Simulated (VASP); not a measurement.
A run of VASP 6.6.1 is set up as follows.

INCAR

```
PREC = Accurate
ENCUT = 600
EDIFF = 1E-6
ISMEAR = -1
SIGMA = 0.05
LREAL = False
LASPH = True
NELM = 80
ALGO = Normal
ISIF = 3
LWAVE = False
LCHARG = False
GGA = PE
IBRION = 2
NSW = 60
EDIFFG = -0.01
```

File KPOINTS:

```
Automatic mesh
0
Gamma
  7 7 4
```

File POSCAR:

```
ZrC
1.0
    3.3914762718      0.0000000000      0.0000000000
   -1.6957381359      2.9371046077      0.0000000000
    0.0000000000      0.0000000000      5.2900530000
Zr C
2 2
Direct
    0.6666666667      0.3333333333      0.7500000000
    0.3333333333      0.6666666667      0.2500000000
    0.0000000000      0.0000000000      0.5000000000
    0.0000000000      0.0000000000      0.0000000000
```

Potentials or basis: VASP PAW PBE potentials, release 64 (Zr_sv, C).

The run is started by

```sh
$ cat potpaw_PBE.64/Zr_sv/POTCAR potpaw_PBE.64/C/POTCAR > POTCAR
$ mpirun -np 1 vasp_std > vasp.out
```

**Question.** Predict the space group after relaxing (to 0.1 Å).

**Answer.** P6_3/mmc (No. 194).

**Question.** What does it give for the band gap on the k mesh?

**Answer.** Zero (bands 16 and 17 overlap by 1.02 eV).

**Question.** Estimate the relaxed cell.

**Answer.** a = 3.361 Å, b = 3.361 Å, c = 5.333 Å, α = 90.00°, β = 90.00°, γ = 120.00°.

Final structure:
```
Zr C
1.0
     3.36118    0.00000    0.00000
    -1.68059    2.91087    0.00000
     0.00000    0.00000    5.33287
Zr C
2 2
Direct
  0.66667 0.33333 0.75000
  0.33333 0.66667 0.25000
  0.00000 0.00000 0.50000
  0.00000 0.00000 0.00000
```
